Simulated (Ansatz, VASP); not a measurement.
**One calculation of Bi3Te2, two programs**

```xyz
5
Lattice="5.5257 0.0000 0.0000 -2.7628 4.7854 0.0000 0.0000 0.0000 6.6747" Properties=species:S:1:pos:R:3 pbc="T T T"
Bi    0.0000    0.0000    0.0000
Bi    0.0000    3.1903    5.1793
Bi    2.7628    1.5951    1.4954
Te    0.0000    3.1903    2.0364
Te    2.7628    1.5951    4.6383
```

Alike in both runs: functional PBE; k mesh 12 × 12 × 6; occupations gaussian, width 0.1 eV; no spin polarisation.

Ansatz relaxed the structure, and its values are those at the end. VASP's run is a single point on that final structure, the one shown.

|  | VASP | Ansatz |
| --- | --- | --- |
| version | VASP 6.6.1 | Ansatz 0.2.0 |
| potentials or method | VASP PAW PBE potentials, release 64 (Bi_d, Te), cutoff 520 eV | scalar-relativistic, plane waves, PAW |
| valence electrons in the cell | 57 | 77 |

```csv
,VASP,Ansatz,Ansatz less VASP
gap on the k mesh at the Fermi level (eV),none,none,-
pressure (GPa),0.0,0.0,+0.05
```

A gap of «none» marks a metal or a gap that the smearing closes. VASP's potentials hold 57 valence electrons a cell and Ansatz's 77, so a difference there can come from the potentials and not from the codes.

Spin-orbit coupling is off throughout.
